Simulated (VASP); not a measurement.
# Zr (Im-3m) in VASP: further runs

The runs below take Zr through single point, relaxation of cell and atoms, with RPBE.

Program: VASP 6.6.1. These are calculated values, not measurements. Logs are shortened: lines on timing, memory, paths and dates and some standing lists are left out, and cuts for length are marked.

## (1) The cell of the first run

The structure is cubic, space group Im-3m (No. 229). Conventional cell: a = 3.610 Å, b = 3.610 Å, c = 3.610 Å, α = 90.00°, β = 90.00°, γ = 90.00°. Within 4.1 Å of Zr (site symmetry m-3m) lie 14 Zr at 3.13 to 3.61 Å.

## (2) Single point, RPBE

The input, INCAR:

```
  ALGO = Normal
  EDIFF = 1E-6
  ENCUT = 520
  GGA = RP
  ISIF = 2
  ISMEAR = -1
  LASPH = T
  LCHARG = F
  LREAL = F
  LWAVE = F
  NBANDS = 12
  NELM = 60
  PREC = Accurate
  SIGMA = 0.1
```

The input, KPOINTS:

```
k-points
0
Gamma
  20 20 20
```

The input, POSCAR:

```
Zr
1.0
   -1.8050605288      1.8050605288      1.8050605288
    1.8050605288     -1.8050605288      1.8050605288
    1.8050605288      1.8050605288     -1.8050605288
Zr
1
Direct
    0.0000000000      0.0000000000      0.0000000000
```

Potentials or basis: VASP PAW PBE potentials, release 64 (Zr_sv).

On the command line:

```console
$ cat potpaw_PBE.64/Zr_sv/POTCAR > POTCAR
$ mpirun -np 1 vasp_std > vasp.out
```

OUTCAR:

```text
EDIFF = 1E-6
   ENCUT = 520
   GGA = RP
   ISIF = 2
   ISMEAR = -1
   LASPH = T
   LREAL = F
   NELM = 60
   PREC = Accurate

 ion  position               nearest neighbor table
   1  0.000  0.000  0.000-

  LATTYP: Found a body centered cubic cell.
 ALAT       =     3.6101210576

  Lattice vectors:

 A1 = (  -1.8050605288,   1.8050605288,   1.8050605288)
 A2 = (   1.8050605288,  -1.8050605288,   1.8050605288)
 A3 = (   1.8050605288,   1.8050605288,  -1.8050605288)

Analysis of symmetry for initial positions (statically):
=====================================================================
 Subroutine PRICEL returns:
 Original cell was already a primitive cell.

 Routine SETGRP: Setting up the symmetry group for a
 body centered cubic supercell.

 Subroutine GETGRP returns: Found 48 space group operations
 (whereof 48 operations were pure point group operations)
 out of a pool of 48 trial point group operations.

The static configuration has the point symmetry O_h .

Analysis of symmetry for dynamics (positions and initial velocities):
=====================================================================
 Subroutine PRICEL returns:
 Original cell was already a primitive cell.

 Routine SETGRP: Setting up the symmetry group for a
 body centered cubic supercell.

 Subroutine GETGRP returns: Found 48 space group operations
 (whereof 48 operations were pure point group operations)
 out of a pool of 48 trial point group operations.

The dynamic configuration has the point symmetry O_h .

 Subroutine INISYM returns: Found 48 space group operations
 (whereof 48 operations are pure point group operations),
 and found     1 'primitive' translations

----------------------------------------------------------------------------------------

                                     Primitive cell

  volume of cell :      23.5253

  direct lattice vectors                    reciprocal lattice vectors
    -1.805060529  1.805060529  1.805060529     0.000000000  0.276999021  0.276999021
     1.805060529 -1.805060529  1.805060529     0.276999021  0.000000000  0.276999021
     1.805060529  1.805060529 -1.805060529     0.276999021  0.276999021  0.000000000

  length of vectors
     3.126456547  3.126456547  3.126456547     0.391735773  0.391735773  0.391735773

  position of ions in fractional coordinates (direct lattice)
     0.000000000  0.000000000  0.000000000

  ion indices of the primitive-cell ions
[... 80 lines left out ...]
   ISIF   =      2    stress and relaxation
   ISYM   =      2    0-nonsym 1-usesym 2-fastsym
   POTIM  = 0.5000    time-step for ionic-motion
   TEBEG  =    0.0;   TEEND  =   0.0 temperature during run
   PSTRESS=    0.0 pullay stress
   NELECT =      12.0000    total number of electrons
   NUPDOWN=      -1.0000    fix difference up-down
   EMIN   =  10.00;   EMAX   =-10.00  energy-range for DOS
   EFERMI =   0.00;   METHOD = LEGACY
   ISMEAR =    -1;   SIGMA  =   0.10  broadening in eV -4-tet -1-fermi 0-gaus
   EFERMI_NEDOS =   21; number of points for ismear=-14 and -15
   IALGO  =     38    algorithm
   IMIX   =      4    mixing-type and parameters
     AMIX     =   0.40;   BMIX     =  1.00
     AMIX_MAG =   1.60;   BMIX_MAG =  1.00
  volume/ion in A,a.u.               =      23.53       158.76
  Fermi-wavevector in a.u.,A,eV,Ry     =   1.308047  2.471851 23.279405  1.710988
  Thomas-Fermi vector in A             =   2.438741
   LORBIT       =      0    0 simple, 1 ext, 2 COOP (PROOUT), +10 PAW based schemes
   GGA     = RP    functional components
   LHFCALC =     F    Hartree Fock is set to
   AEXX    =    0.0000 exact exchange contribution
   IVDW    =     0    specifies the selected vdW correction
   LEPSILON=     F    determine dielectric tensor
   LRPA    =     F    only Hartree local field effects (RPA)
 non-spin polarized calculation
  energy-cutoff  :      520.00
  volume of cell :       23.53
 maximum number of plane-waves:       682
   NGX = 11   NGY = 11   NGZ = 11

 number of electron      12.0000000 magnetization

 Free energy of the ion-electron system (eV)
  ---------------------------------------------------
  ext. energy  EPLUGINS =         0.00000000
  ---------------------------------------------------
  free energy    TOTEN  =        -8.03348178 eV

  energy without entropy =       -7.96900401  energy(sigma->0) =       -8.00124290

 E-fermi :   8.6774     XC(G=0): -10.9553

 val. band max:        8.6710845988   @ k =   0.3000   0.2000   0.1500
 cond. band min:       8.6794723695   @ k =   0.2000   0.1000   0.0500
 fundamental gap:      0.0083877707
 Fermi energy:         8.6774010057

 k-point     1 :       0.0000    0.0000    0.0000
  band No.  band energies     occupation
      1     -39.8647      2.00000
      2     -17.3944      2.00000
      3     -17.3944      2.00000
      4     -17.3944      2.00000
      5       3.3390      2.00000
      6       9.8119      0.00002
      7       9.8119      0.00002
      8       9.8119      0.00002
      9      12.2442      0.00000
     10      12.2442      0.00000
     11      21.0173      0.00000
     12      21.0173      0.00000
[... 331 lines left out ...]
 k-point    24 :       0.2500    0.1000    0.0000
  band No.  band energies     occupation
      1     -39.7650      2.00000
      2     -18.0244      2.00000
      3     -17.5996      2.00000
      4     -17.4308      2.00000
      5       5.7399      2.00000
      6       8.5376      1.60372
      7       8.8411      0.32580
      8      11.7122      0.00000
      9      12.6956      0.00000
     10      12.8248      0.00000
     11      20.5516      0.00000
     12      21.5478      0.00000

 [... further k-points ...]

------------------------ aborting loop because EDIFF is reached ----------------------------------------

  FORCE on cell =-STRESS in cart. coord.  units (eV):
  Direction    XX          YY          ZZ          XY          YZ          ZX
  --------------------------------------------------------------------------------------
  -------------------------------------------------------------------------------------
  Total       -0.0070855     -0.0070855     -0.0070855      0.0000000      0.0000000     -0.0000000
  in kB       -0.4825557     -0.4825557     -0.4825557      0.0000000      0.0000000     -0.0000000
  external PRESSURE =      -0.4825557 kB  Pullay stress =       0.0000000 kB

 VOLUME and BASIS-vectors are now :
 -----------------------------------------------------------------------------
  energy-cutoff  :      520.00
  volume of cell :       23.53
      direct lattice vectors                 reciprocal lattice vectors
    -1.805060529  1.805060529  1.805060529     0.000000000  0.276999021  0.276999021
     1.805060529 -1.805060529  1.805060529     0.276999021  0.000000000  0.276999021
     1.805060529  1.805060529 -1.805060529     0.276999021  0.276999021  0.000000000

 POSITION                                       TOTAL-FORCE (eV/Angst)
 -----------------------------------------------------------------------------------
      0.00000      0.00000      0.00000         0.000000     -0.000000      0.000000
 -----------------------------------------------------------------------------------
    total drift:                                0.000000      0.000000      0.000000

  FREE ENERGIE OF THE ION-ELECTRON SYSTEM (eV)
  ---------------------------------------------------
  free  energy   TOTEN  =        -8.0334817775 eV

  energy  without entropy=       -7.9690040135  energy(sigma->0) =       -8.00124290
```

Wall time 17 s (1 thread of Intel Xeon 6975P-C (Granite Rapids), shared host); peak memory 0.19 GiB.

What came out:

* Free energy: -8.0335 eV
* Pressure: 0.0 GPa
* Band gap on the k mesh: zero (band 6 reaches 9.81 eV, above the bottom of band 7 at 8.01 eV)

Caveat: the PAW data sets were made with another functional, which shifts forces and pressure a little.

## (3) Single point, RPBE

The input, INCAR:

```
  ALGO = Normal
  EDIFF = 1E-6
  ENCUT = 500
  GGA = RP
  GGA_COMPAT = False
  ISIF = 2
  ISMEAR = -1
  LASPH = True
  LCHARG = True
  LELF = True
  LREAL = False
  LVHAR = True
  LWAVE = False
  NBANDS = 12
  NELM = 120
  PREC = Accurate
  SIGMA = 0.1
```

The input, KPOINTS:

```
k-points
0
Gamma
  12 12 12
```

POSCAR is that of step 2.

Potentials or basis: VASP PAW PBE potentials, release 64 (Zr_sv).

On the command line:

```console
$ cat potpaw_PBE.64/Zr_sv/POTCAR > POTCAR
$ mpirun -np 1 vasp_std > vasp.out
```

OUTCAR:

```text
EDIFF = 1E-6
   ENCUT = 500
   GGA = RP
   ISIF = 2
   ISMEAR = -1
   LASPH = True
   LREAL = False
   NELM = 120
   PREC = Accurate

 ion  position               nearest neighbor table
   1  0.000  0.000  0.000-

  LATTYP: Found a body centered cubic cell.
 ALAT       =     3.6101210576

  Lattice vectors:

 A1 = (  -1.8050605288,   1.8050605288,   1.8050605288)
 A2 = (   1.8050605288,  -1.8050605288,   1.8050605288)
 A3 = (   1.8050605288,   1.8050605288,  -1.8050605288)
[... 536 lines left out ...]
     11      18.1291      0.00000
     12      19.1471      0.00000

 [... further k-points ...]

------------------------ aborting loop because EDIFF is reached ----------------------------------------

  FORCE on cell =-STRESS in cart. coord.  units (eV):
  Direction    XX          YY          ZZ          XY          YZ          ZX
  --------------------------------------------------------------------------------------
  -------------------------------------------------------------------------------------
  Total        0.0014402      0.0014402      0.0014402      0.0000000     -0.0000000      0.0000000
  in kB        0.0980827      0.0980827      0.0980827      0.0000000     -0.0000000      0.0000000
  external PRESSURE =       0.0980827 kB  Pullay stress =       0.0000000 kB

 VOLUME and BASIS-vectors are now :
 -----------------------------------------------------------------------------
  energy-cutoff  :      500.00
  volume of cell :       23.53
      direct lattice vectors                 reciprocal lattice vectors
    -1.805060529  1.805060529  1.805060529     0.000000000  0.276999021  0.276999021
     1.805060529 -1.805060529  1.805060529     0.276999021  0.000000000  0.276999021
     1.805060529  1.805060529 -1.805060529     0.276999021  0.276999021  0.000000000

 POSITION                                       TOTAL-FORCE (eV/Angst)
 -----------------------------------------------------------------------------------
      0.00000      0.00000      0.00000         0.000000      0.000000     -0.000000
 -----------------------------------------------------------------------------------
    total drift:                               -0.000000     -0.000000      0.000000

  FREE ENERGIE OF THE ION-ELECTRON SYSTEM (eV)
  ---------------------------------------------------
  free  energy   TOTEN  =        -8.0339321575 eV

  energy  without entropy=       -7.9700766256  energy(sigma->0) =       -8.00200439
```

Wall time 8.2 s (1 thread of AMD EPYC 9R45 (Zen 5), shared host); peak memory 0.11 GiB.

What came out:

```yaml
Free_energy: -8.0339 eV
Pressure: 0.0 GPa
Band_gap_on_the_k_mesh: zero (band 6 reaches 9.81 eV, above the bottom of band 7 at 8.04 eV)
```

Levels at points of the mesh, in eV from the Fermi level:
```csv
k point,band 4,band 5,band 6,band 7,band 8,band 9
"(0.00, 0.00, 0.00)",-26.06,-5.33,1.14,1.14,1.14,3.57
"(0.50, 0.00, 0.00)",-26.07,-2.73,-0.62,1.54,3.56,4.22
"(0.50, 0.50, 0.50)",-26.70,-2.47,-2.47,5.57,5.57,5.57
```

Caveat: the PAW data sets were made with another functional, which shifts forces and pressure a little.

## (4) Relaxation of cell and atoms, RPBE

This run uses another cell than the first one, of 23.28 Å³/atom, 0.990 times its volume.

The input, INCAR:

```
SYSTEM = Zr
PREC = Accurate
ENCUT = 500
EDIFF = 1E-7
ISMEAR = -1
SIGMA = 0.1
LREAL = .FALSE.
LASPH = .TRUE.
NELM = 120
ALGO = Normal
ISIF = 3
LWAVE = .FALSE.
LCHARG = .FALSE.
GGA = RP
IBRION = 2
NSW = 80
EDIFFG = -0.01
GGA_COMPAT = .FALSE.
NELMIN = 4
```

The input, KPOINTS:

```
regular mesh
0
G
  12 12 12
  0 0 0
```

The input, POSCAR:

```
Zr
1.0
   -1.7987839886      1.7987839886      1.7987839886
    1.7987839886     -1.7987839886      1.7987839886
    1.7987839886      1.7987839886     -1.7987839886
Zr
1
Direct
    0.0000000000      0.0000000000      0.0000000000
```

On the command line:

```console
$ cat potpaw_PBE.64/Zr_sv/POTCAR > POTCAR
$ mpirun -np 1 vasp_std > vasp.out
```

Wall time 17 s (1 thread of AMD EPYC 9R45 (Zen 5), shared host); peak memory 0.11 GiB.

Results (log left out):

- Free energy: -8.0338 eV
- Relaxed volume: 23.53 Å³/atom
- Relaxed cell: a = 3.127 Å, b = 3.127 Å, c = 3.127 Å, α = 109.47°, β = 109.47°, γ = 109.47°
- Space group after relaxing (to 0.05 Å): Im-3m (No. 229)
- Energy gained by relaxing: 0.7 meV/atom
- Ionic steps: 3
- Pressure after relaxing: 0.0 GPa
- Band gap on the k mesh: zero (band 6 reaches 9.81 eV, above the bottom of band 7 at 8.04 eV)

Step by step:
| step | energy change (eV) | largest force (eV/Å) | pressure (GPa) | volume (Å³) |
| --- | --- | --- | --- | --- |
| 1 | 0.0000 | 0.0000 | 0.90 | 23.28 |
| 2 | -0.0003 | 0.0000 | -0.68 | 23.73 |
| 3 | -0.0007 | 0.0000 | 0.00 | 23.53 |

Final structure:
```
Zr
1.0
    -1.80514    1.80514    1.80514
     1.80514   -1.80514    1.80514
     1.80514    1.80514   -1.80514
Zr
1
Direct
  0.00000 0.00000 0.00000
```

Levels at points of the mesh, in eV from the Fermi level:
| k point | band 2 | band 3 | band 4 | band 5 | band 6 | band 7 | band 8 | band 9 | band 10 |
| --- | --- | --- | --- | --- | --- | --- | --- | --- | --- |
| (0.00, 0.00, 0.00) | -26.07 | -26.07 | -26.07 | -5.33 | 1.14 | 1.14 | 1.14 | 3.57 | 3.57 |
| (0.50, 0.00, 0.00) | -26.99 | -26.36 | -26.07 | -2.73 | -0.62 | 1.54 | 3.56 | 4.22 | 6.22 |
| (0.50, 0.50, 0.50) | -26.70 | -26.70 | -26.70 | -2.47 | -2.47 | 5.57 | 5.57 | 5.57 | 7.34 |

Caveat: the PAW data sets were made with another functional, which shifts forces and pressure a little.

## (5) The runs side by side

```tsv
task	cell	k mesh	cutoff (eV)	gap on the mesh (eV)	pressure (GPa)
single point	a = 3.126 Å, angles 109.5°, 1 atom	20 × 20 × 20	520	none	0.0
single point	a = 3.126 Å, angles 109.5°, 1 atom	12 × 12 × 12	500	none	0.0
relaxation of cell and atoms	relaxed from a = 3.116 Å, angles 109.5°, 1 atom	12 × 12 × 12	500	none	0.0
```

Alike in all rows: level RPBE; potentials or basis VASP PAW PBE potentials, release 64 (Zr_sv); no spin polarisation; smearing fermi-dirac 0.1 eV.

Caveats: the PAW data sets were made with another functional, which shifts forces and pressure a little.

Total energies depend on the potentials used, so only differences within one code and one set of settings carry meaning.
